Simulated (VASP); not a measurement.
A run of VASP 6.6.1:

File INCAR:

```
SYSTEM = In3Ga5P8
ALGO = Normal ; EDIFF = 1E-6
ENCUT = 500 ; GGA = PS
GGA_COMPAT = .False. ; ISIF = 2
ISMEAR = -1 ; ISYM = -1
LASPH = .True. ; LCHARG = .True.
LELF = .True. ; LREAL = Auto
LVHAR = .True. ; LWAVE = .False.
NBANDS = 326 ; NELM = 120
PREC = Accurate ; SIGMA = 0.05
```

Contents of KPOINTS:

```
explicit points
1
Reciprocal
  0.25000000   0.25000000   0.25000000 1
```

File POSCAR:

```
In3Ga5P8
1.0
   11.2071291631      0.0000000000      0.0000000000
    0.0000000000     11.2071291631      0.0000000000
    0.0000000000      0.0000000000     11.2071291631
Ga In P
20 12 32
Direct
    0.0014330000      0.9944280000      0.0015040000
    0.9998090000      0.9927480000      0.4969780000
    0.0050880000      0.5045430000      0.0050220000
    0.4967780000      0.9928180000      0.9998920000
    0.4993470000      0.9901700000      0.4993930000
    0.2452470000      0.2444900000      0.0042810000
    0.2478060000      0.7546140000      0.0019530000
    0.2494110000      0.7565100000      0.4970470000
    0.7525270000      0.7567300000      0.0005440000
    0.7498770000      0.7593790000      0.5002350000
    0.2473790000      0.9944480000      0.2473960000
    0.2492040000      0.9927380000      0.7518650000
    0.2452670000      0.5036580000      0.2452550000
    0.7517990000      0.9926610000      0.2493620000
    0.7491930000      0.9902800000      0.7494630000
    0.0043610000      0.2444850000      0.2453620000
    0.0018820000      0.7545800000      0.2479490000
    0.0004060000      0.7568630000      0.7526370000
    0.4969350000      0.7564480000      0.2495510000
    0.5000100000      0.7594140000      0.7499670000
    0.0035730000      0.5066010000      0.4967840000
    0.4965830000      0.5069850000      0.0037730000
    0.4981900000      0.5096720000      0.4981670000
    0.2479020000      0.2428060000      0.4959230000
    0.7545450000      0.2431350000      0.0032240000
    0.7529940000      0.2402670000      0.4982130000
    0.2487960000      0.5072270000      0.7551310000
    0.7555090000      0.5069510000      0.2490310000
    0.7535170000      0.5099920000      0.7537070000
    0.0031460000      0.2430610000      0.7548810000
    0.4959350000      0.2428220000      0.2478070000
    0.4978620000      0.2403160000      0.7530640000
    0.1244090000      0.1189890000      0.1244910000
    0.1241930000      0.1067070000      0.6242730000
    0.1251240000      0.6300090000      0.1252590000
    0.1257220000      0.6429220000      0.6256310000
    0.6242670000      0.1065560000      0.1243760000
    0.6239310000      0.1055370000      0.6241210000
    0.6258180000      0.6427230000      0.1262080000
    0.6255510000      0.6437340000      0.6257980000
    0.3607070000      0.3739560000      0.1243740000
    0.3729640000      0.3745620000      0.6250290000
    0.3722210000      0.8744780000      0.1246910000
    0.3741030000      0.8744920000      0.6247120000
    0.8892820000      0.3750280000      0.1254220000
    0.8771830000      0.3747440000      0.6255330000
    0.8772840000      0.8747050000      0.1250840000
    0.8753820000      0.8747290000      0.6249860000
    0.3740310000      0.1046570000      0.3739570000
    0.3649760000      0.1142620000      0.8836460000
    0.3651690000      0.6338840000      0.3653450000
    0.3758680000      0.6448030000      0.8760530000
    0.8836030000      0.1142670000      0.3650830000
    0.8742080000      0.1048860000      0.8744810000
    0.8761450000      0.6447590000      0.3761290000
    0.8853050000      0.6354230000      0.8853820000
    0.1244670000      0.3739630000      0.3607500000
    0.1255700000      0.3752460000      0.8891380000
    0.1246370000      0.8745610000      0.3722790000
    0.1249790000      0.8747710000      0.8773870000
    0.6250660000      0.3744170000      0.3730580000
    0.6250410000      0.3749400000      0.8774070000
    0.6246690000      0.8743790000      0.3742590000
    0.6247460000      0.8746170000      0.8756820000
```

Potentials or basis: VASP PAW PBE potentials, release 64 (Ga_d, In_d, P).

Launch:

```console
$ cat potpaw_PBE.64/Ga_d/POTCAR potpaw_PBE.64/In_d/POTCAR potpaw_PBE.64/P/POTCAR > POTCAR
$ mpirun -np 1 vasp_std > vasp.out
```

Hardware: 1 thread of Intel(R) Xeon(R) 6975P-C (Granite Rapids) (shared host).

How long does it take, and how much memory?

Run time: 13 min on 1 thread of Intel(R) Xeon(R) 6975P-C (Granite Rapids) (shared host), peak memory 1.2 GiB. Counts: scf iterations 19, k points 1.
